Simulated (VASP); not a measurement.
Here is a VASP 6.6.1 calculation.

INCAR

```
PREC     = Accurate       # precision mode
ENCUT    = 520            # plane-wave cutoff, eV
EDIFF    = 1E-8           # SCF threshold, eV
ISMEAR   = 0              # smearing method
SIGMA    = 0.01           # smearing width, eV
LREAL    = False          # projectors in reciprocal space
LASPH    = True           # aspherical terms in the spheres
NELM     = 100            # most SCF steps
ALGO     = Normal         # electronic algorithm
ISIF     = 2              # what is computed and relaxed
LWAVE    = False          # write WAVECAR
LCHARG   = False          # write CHGCAR
METAGGA  = R2SCAN         # meta-GGA
LMIXTAU  = True         
LCALCEPS = True
```

Contents of KPOINTS:

```
regular mesh
0
Gamma
  6 6 6
```

POSCAR

```
PbS
1.0
    0.0000000000      3.0768496565      3.0768496565
    3.0768496565      0.0000000000      3.0768496565
    3.0768496565      3.0768496565      0.0000000000
Pb S
1 1
Direct
    0.0000000000      0.0000000000      0.0000000000
    0.5000000000      0.5000000000      0.5000000000
```

Potentials or basis: VASP PAW PBE potentials, release 64 (Pb_d, S).

The run is started by

```console
$ cat potpaw_PBE.64/Pb_d/POTCAR potpaw_PBE.64/S/POTCAR > POTCAR
$ mpirun -np 1 vasp_std > vasp.out
```

Task: What does it give for the electronic dielectric tensor (diagonal)?

Result: 12.39.

Task: What does it give for the Born charges (mean of the diagonal)?

Result: Pb +4.34; S -4.34 e.

Task: Estimate the band gap on the k mesh.

Result: 0.98 eV.

Dipole moments of the cell (e·Å, modulo the quantum): ionic -18.461, -18.461, -18.461; electronic 0.000, 0.000, 0.037

Caveat: the cell differs from its parent crystal (strain +3.0%); spin-orbit coupling is left out, which moves the levels of the heavy elements. A k mesh can miss the band edges.
